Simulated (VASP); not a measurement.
**Te2Mo: single point with PBE**

The system is Te2Mo.

```
CELL_PARAMETERS angstrom
-1.77853 -3.08051 0.00000
1.77853 -3.08051 0.00000
-0.88927 -1.54025 15.20472
ATOMIC_POSITIONS crystal
Te 0.60112 0.66667 0.13109
Te 0.01779 0.33333 0.63109
Te 0.48221 0.66667 0.36891
Te 0.89888 0.33333 0.86891
Mo 0.29167 0.66667 0.75000
Mo 0.20833 0.33333 0.25000
```

```json
{
 "Program": "VASP 6.6.1",
 "Task": "single point",
 "Functional": "PBE",
 "Potentials or basis": "VASP PAW PBE potentials, release 64 (Te, Mo_sv)",
 "Cutoff": "520 eV",
 "k mesh": "9 × 9 × 2",
 "Occupations": "gaussian, width 0.05 eV",
 "Spin": "no spin polarisation",
 "Dipole correction": "no",
 "Further INCAR settings": "ALGO = Normal; EDIFF = 1e-06; NBANDS = 35; ISYM = 0"
}
```

```json
{"Pressure": "0.2 GPa", "Largest force": "0.062 eV/Å", "Band gap on the k mesh": "1.04 eV"}
```

Forces on the atoms (eV/Å):
```
Te   0.018 -0.010  0.058
Te   0.000  0.000 -0.013
Te   0.000  0.000  0.013
Te  -0.018  0.010 -0.058
Mo  -0.008  0.005 -0.009
Mo   0.008 -0.005  0.009
```

Stress tensor (GPa, compression positive):
```
 0.04 -0.03  0.13
-0.03  0.00 -0.07
 0.13 -0.07  0.45
```

Levels at points of the mesh, in eV from the valence-band top:
| k point | band 23 | band 24 | band 25 | band 26 | band 27 | band 28 | band 29 | band 30 |
| --- | --- | --- | --- | --- | --- | --- | --- | --- |
| (0.00, 0.00, 0.00) | -0.90 | -0.84 | -0.76 | -0.08 | 2.99 | 3.00 | 3.01 | 3.02 |
| (0.00, 0.00, 0.50) | -0.90 | -0.90 | -0.24 | -0.22 | 2.99 | 3.00 | 3.01 | 3.03 |

Wall time 8.3 min on 1 thread of Intel(R) Xeon(R) Platinum 8259CL CPU @ 2.50GHz (Skylake/Cascade Lake) (shared host), peak memory 0.56 GiB.

Caveat: spin-orbit coupling is left out, which moves the levels of the heavy elements; an odd mesh through Γ misses points on the zone boundary, where band edges can lie; this functional lacks dispersion, which binds the layers, so the pressure and a relaxed spacing across them are unreliable.
